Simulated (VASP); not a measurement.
Wanted: the native input for a VASP 6.6.1 run.

- Task: single point
- Functional: PBE
- Potentials or basis: VASP PAW PBE potentials, release 64 (Si, C)
- Cutoff: 520 eV
- k mesh: 10 × 10 × 3
- Occupations: fermi-dirac, width 0.05 eV
- Spin: no spin polarisation
- Dipole correction: no
- Further INCAR settings: ALGO = Normal; EDIFF = 1e-07; NBANDS = 26

The structure of SiC lies in POSCAR:

```
SiC
1.0
    3.0550512851      0.0000000000      0.0000000000
   -1.5275256425      2.6457520228      0.0000000000
    0.0000000000      0.0000000000     10.0030562121
Si C
4 4
Direct
    0.0000000000      0.0000000000      0.1878943800
    0.0000000000      0.0000000000      0.6878943800
    0.3333333333      0.6666666667      0.4378419800
    0.6666666667      0.3333333333      0.9378419800
    0.0000000000      0.0000000000      0.0004600500
    0.0000000000      0.0000000000      0.5004600500
    0.3333333333      0.6666666667      0.2498025900
    0.6666666667      0.3333333333      0.7498025900
```

The input as run:

INCAR

```
PREC = Accurate ; ENCUT = 520
EDIFF = 1E-7 ; ISMEAR = -1
SIGMA = 0.05 ; LREAL = False
LASPH = True ; NELM = 100
ALGO = Normal ; ISIF = 2
LWAVE = False ; LCHARG = False
GGA = PE ; NBANDS = 26
```

KPOINTS

```
Automatic mesh
0
Gamma
  10 10 3
```

Potentials or basis: VASP PAW PBE potentials, release 64 (Si, C).

The run is started by

```sh
$ cat potpaw_PBE.64/Si/POTCAR potpaw_PBE.64/C/POTCAR > POTCAR
$ mpirun -np 1 vasp_std > vasp.out
```

Results of the run:

```
Pressure               : 8.6 GPa
Largest force          : 0.012 eV/Å
Band gap on the k mesh : 2.23 eV, indirect (least direct gap 3.36 eV)
```

Run time: 44 s on 1 thread of Intel(R) Xeon(R) Platinum 8488C (Sapphire Rapids) (shared host), peak memory 0.21 GiB.
